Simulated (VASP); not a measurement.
# Zn (P6_3/mmc) in VASP: vibrations by perturbation theory with LDA

Aim: the vibrations by perturbation theory of Zn with LDA.

Program: VASP 6.6.1. These are calculated values, not measurements. Logs are shortened: lines on timing, memory, paths and dates and some standing lists are left out, and cuts for length are marked.

## 1. The cell of the first run

Symmetry: P6_3/mmc, No. 194, hexagonal system. Conventional cell: a = 2.550 Å, b = 2.550 Å, c = 4.865 Å, α = 90.00°, β = 90.00°, γ = 120.00°. Zn (site symmetry -6m2) has 12 Zn at 2.55 to 2.84 Å within 3.4 Å.

## 2. Vibrations by perturbation theory, LDA

INCAR reads:

```
  PREC = Accurate
  ENCUT = 520
  EDIFF = 1E-8
  ISMEAR = -1
  SIGMA = 0.15
  LREAL = F
  LASPH = T
  NELM = 100
  ALGO = Fast
  ISIF = 2
  LWAVE = F
  LCHARG = F
  IBRION = 8
  NSW = 1
```

KPOINTS reads:

```
regular mesh
0
Gamma
  15 15 8
```

POSCAR reads:

```
Zn
1.0
    2.5495910261      0.0000000000      0.0000000000
   -1.2747955131      2.2080105979      0.0000000000
    0.0000000000      0.0000000000      4.8651664754
Zn
2
Direct
    0.3333333333      0.6666666667      0.2500000000
    0.6666666667      0.3333333333      0.7500000000
```

Potentials or basis: VASP PAW LDA potentials, release 64 (Zn).

Launch:

```bash
cat potpaw_LDA.64/Zn/POTCAR > POTCAR
mpirun -np 1 vasp_std > vasp.out
```

OUTCAR:

```text
PREC = Accurate
   ENCUT = 520
   EDIFF = 1E-8
   ISMEAR = -1
   LREAL = F
   LASPH = T
   NELM = 100
   ISIF = 2
   IBRION = 8
   NSW = 1

 ion  position               nearest neighbor table
   1  0.333  0.667  0.250-   2 2.84   2 2.84   2 2.84   2 2.84   2 2.84   2 2.84
   2  0.667  0.333  0.750-   1 2.84   1 2.84   1 2.84   1 2.84   1 2.84   1 2.84

  LATTYP: Found a hexagonal cell.
 ALAT       =     2.5495910261
 C/A-ratio  =     1.9082144648

  Lattice vectors:

 A1 = (   2.5495910261,   0.0000000000,   0.0000000000)
 A2 = (  -1.2747955131,   2.2080105979,   0.0000000000)
 A3 = (   0.0000000000,   0.0000000000,   4.8651664754)

Analysis of symmetry for initial positions (statically):
=====================================================================
 Subroutine PRICEL returns:
 Original cell was already a primitive cell.

 Routine SETGRP: Setting up the symmetry group for a
 hexagonal supercell.

 Subroutine GETGRP returns: Found 24 space group operations
 (whereof 12 operations were pure point group operations)
 out of a pool of 24 trial point group operations.

The static configuration has the point symmetry D_3d.
 The point group associated with its full space group is D_6h.

Analysis of symmetry for dynamics (positions and initial velocities):
=====================================================================
 Subroutine PRICEL returns:
 Original cell was already a primitive cell.

 Routine SETGRP: Setting up the symmetry group for a
 hexagonal supercell.

 Subroutine GETGRP returns: Found 24 space group operations
 (whereof 12 operations were pure point group operations)
 out of a pool of 24 trial point group operations.

The dynamic configuration has the point symmetry D_3d.
 The point group associated with its full space group is D_6h.

 Subroutine INISYM returns: Found 24 space group operations
 (whereof 12 operations are pure point group operations),
 and found     1 'primitive' translations

----------------------------------------------------------------------------------------

                                     Primitive cell

  volume of cell :      27.3886

  direct lattice vectors                    reciprocal lattice vectors
     2.549591026  0.000000000  0.000000000     0.392219768  0.226448188  0.000000000
    -1.274795513  2.208010598  0.000000000     0.000000000  0.452896377  0.000000000
     0.000000000  0.000000000  4.865166475     0.000000000  0.000000000  0.205542812

  length of vectors
     2.549591026  2.549591026  4.865166475     0.452896377  0.452896377  0.205542812

  position of ions in fractional coordinates (direct lattice)
     0.333333333  0.666666667  0.250000000
     0.666666667  0.333333333  0.750000000

  ion indices of the primitive-cell ions
   primitive index   ion index
                 1           1
                 2           2

----------------------------------------------------------------------------------------

 KPOINTS: regular mesh

Automatic generation of k-mesh.
 Grid dimensions read from file:
 generate k-points for:   15   15    8

 Generating k-lattice:

  Cartesian coordinates                     Fractional coordinates (reciprocal lattice)
     0.026147985  0.015096546  0.000000000     0.066666667  0.000000000  0.000000000
     0.000000000  0.030193092  0.000000000     0.000000000  0.066666667  0.000000000
     0.000000000  0.000000000  0.025692852     0.000000000  0.000000000  0.125000000

[... 83 lines left out ...]
   AEXX    =    0.0000 exact exchange contribution
   IVDW    =     0    specifies the selected vdW correction
   LEPSILON=     F    determine dielectric tensor
   LRPA    =     F    only Hartree local field effects (RPA)
 non-spin polarized calculation
 RMM-DIIS sequential band-by-band and
  energy-cutoff  :      520.00
  volume of cell :       27.39
 maximum number of plane-waves:       752
 NGX is ok and might be reduce to    20
   NGX =  9   NGY =  9   NGZ = 19

--------------------------------------- Ionic step        1  -------------------------------------------

 number of electron      23.9999993 magnetization

 Free energy of the ion-electron system (eV)
  ---------------------------------------------------
  ext. energy  EPLUGINS =         0.00000000
  ---------------------------------------------------
  free energy    TOTEN  =        -3.76877426 eV

  energy without entropy =       -3.74480055  energy(sigma->0) =       -3.75678740

 E-fermi :   3.6777     XC(G=0): -12.4473

 val. band max:        3.6114615424   @ k =   0.0000   0.0000   0.2500
 cond. band min:       3.7474552459   @ k =   0.0667   0.0000   0.2500
 fundamental gap:      0.1359937035
 Fermi energy:         3.6777391920

 k-point     1 :       0.0000    0.0000    0.0000
  band No.  band energies     occupation
      1      -7.6054      2.00000
      2      -5.5921      2.00000
      3      -4.7176      2.00000
      4      -4.4001      2.00000
      5      -4.4001      2.00000
      6      -4.3463      2.00000
[... 433 lines left out ...]
      3      -4.8416      2.00000
      4      -4.4100      2.00000
      5      -4.3290      2.00000
      6      -4.1977      2.00000
[... 8 lines left out ...]
     15       8.4281      0.00000
     16       9.0839      0.00000

 [... further k-points ...]
[... 5 lines left out ...]
  --------------------------------------------------------------------------------------
  -------------------------------------------------------------------------------------
  Total        0.1647436      0.1647436      0.0834149     -0.0000000     -0.0000000      0.0000000
  in kB        9.6371779      9.6371779      4.8796044     -0.0000000     -0.0000000      0.0000000
  external PRESSURE =       8.0513201 kB  Pullay stress =       0.0000000 kB

 VOLUME and BASIS-vectors are now :
 -----------------------------------------------------------------------------
  energy-cutoff  :      520.00
  volume of cell :       27.39
      direct lattice vectors                 reciprocal lattice vectors
     2.549591026  0.000000000  0.000000000     0.392219768  0.226448188  0.000000000
    -1.274795513  2.208010598  0.000000000     0.000000000  0.452896377  0.000000000
     0.000000000  0.000000000  4.865166475     0.000000000  0.000000000  0.205542812

 POSITION                                       TOTAL-FORCE (eV/Angst)
 -----------------------------------------------------------------------------------
     -0.00000      1.47201      1.21629         0.000000     -0.000000      0.000000
      1.27480      0.73600      3.64887        -0.000000      0.000000      0.000000
 -----------------------------------------------------------------------------------
    total drift:                                0.000000     -0.000000      0.000000

  FREE ENERGIE OF THE ION-ELECTRON SYSTEM (eV)
  ---------------------------------------------------
  free  energy   TOTEN  =        -3.7687742554 eV

  energy  without entropy=       -3.7448005516  energy(sigma->0) =       -3.75678740

[... ionic steps 2 to 3 ...]

--------------------------------------- Ionic step        4  -------------------------------------------

------------------------ aborting loop because EDIFF is reached ----------------------------------------

[... ionic steps 5 to 5 ...]

--------------------------------------- Ionic step        6  -------------------------------------------

 Free energy of the ion-electron system (eV)
  ---------------------------------------------------
  ---------------------------------------------------
  free energy    TOTEN  =        -0.22400170 eV

  energy without entropy =       -0.22400170

------------------------ aborting loop because EDIFF is reached ----------------------------------------

 INTERNAL STRAIN TENSOR  FOR ION    1  DIRECTION 3   (eV/Angst):
 -----------------------------------------------------------------------------
     0.00027  0.00000 -0.00000
    -0.00000  0.00027 -0.00000
     0.00000  0.00000  0.00521

 INTERNAL STRAIN TENSOR FOR ION    2 for displacements in x,y,z  (eV/Angst):
          X           Y           Z          XY          YZ          ZX
  --------------------------------------------------------------------------------
  x     0.00000    -0.00000    -0.00000    -0.13998     0.00000     0.00000
  y    -0.13998     0.13998     0.00000    -0.00000     0.00000     0.00000
  z     0.00000    -0.00000     0.00000    -0.00000     0.00000     0.00000

 SECOND DERIVATIVES (NOT SYMMETRIZED)
 ------------------------------------
               1X          1Y          1Z          2X          2Y          2Z
  1X    -0.581637    0.000000    0.000000    0.581637   -0.000000    0.000000
  1Y     0.000000   -0.581637    0.000000   -0.000000    0.581637    0.000000
  1Z     0.000000    0.000000   -2.649466   -0.000000    0.000000    2.649466
  2X     0.581637   -0.000000    0.000000   -0.581637    0.000000    0.000000
  2Y    -0.000000    0.581637    0.000000    0.000000   -0.581637    0.000000
  2Z    -0.000000    0.000000    2.649466    0.000000    0.000000   -2.649466

 Eigenvectors and eigenvalues of the dynamical matrix
 ----------------------------------------------------

   1 f  =    4.450300 THz    27.962058 2PiTHz  148.446022 cm-1    18.404953 meV
             X         Y         Z           dx          dy          dz
     -0.000000  1.472007  1.216292    -0.000000    0.000000    0.707107
      1.274796  0.736004  3.648875     0.000000    0.000000   -0.707107
[... 11 lines left out ...]
   4 f  =    0.000000 THz     0.000000 2PiTHz    0.000001 cm-1     0.000000 meV
             X         Y         Z           dx          dy          dz
     -0.000000  1.472007  1.216292     0.158074   -0.687493   -0.048643
      1.274796  0.736004  3.648875     0.158074   -0.687493   -0.048643

   5 f/i=    0.000000 THz     0.000000 2PiTHz    0.000001 cm-1     0.000000 meV
             X         Y         Z           dx          dy          dz
     -0.000000  1.472007  1.216292     0.688593    0.155424    0.041024
      1.274796  0.736004  3.648875     0.688593    0.155424    0.041024

   6 f/i=    0.000000 THz     0.000000 2PiTHz    0.000001 cm-1     0.000000 meV
             X         Y         Z           dx          dy          dz
     -0.000000  1.472007  1.216292     0.029194    0.056541   -0.704238
      1.274796  0.736004  3.648875     0.029194    0.056541   -0.704238

--------------------------------------------------------------------------------------------------------

 ELASTIC MODULI CONTR FROM IONIC RELAXATION (kBar)
 Direction    XX          YY          ZZ          XY          YZ          ZX
 --------------------------------------------------------------------------------
 XX          -1.9707      1.9707      0.0000      0.0000     -0.0000     -0.0000
 YY           1.9707     -1.9707     -0.0000      0.0000      0.0000      0.0000
 ZZ           0.0000     -0.0000     -0.0000     -0.0000      0.0000      0.0000
 XY           0.0000      0.0000     -0.0000     -1.9707      0.0000      0.0000
 YZ          -0.0000      0.0000      0.0000      0.0000     -0.0000     -0.0000
 ZX          -0.0000      0.0000      0.0000      0.0000     -0.0000     -0.0000
 --------------------------------------------------------------------------------
```

It took 3.1 min on 1 thread of Intel Xeon 6975P-C (Granite Rapids), shared host; peak memory 0.52 GiB.

What came out:

```
Highest phonon frequency at Γ : 148 cm⁻¹
```

Phonon frequencies in cm⁻¹ (negative: imaginary):
| q point | frequencies |
| --- | --- |
| (0.000, 0.000, 0.000) | 0 0 0 70 70 148 |
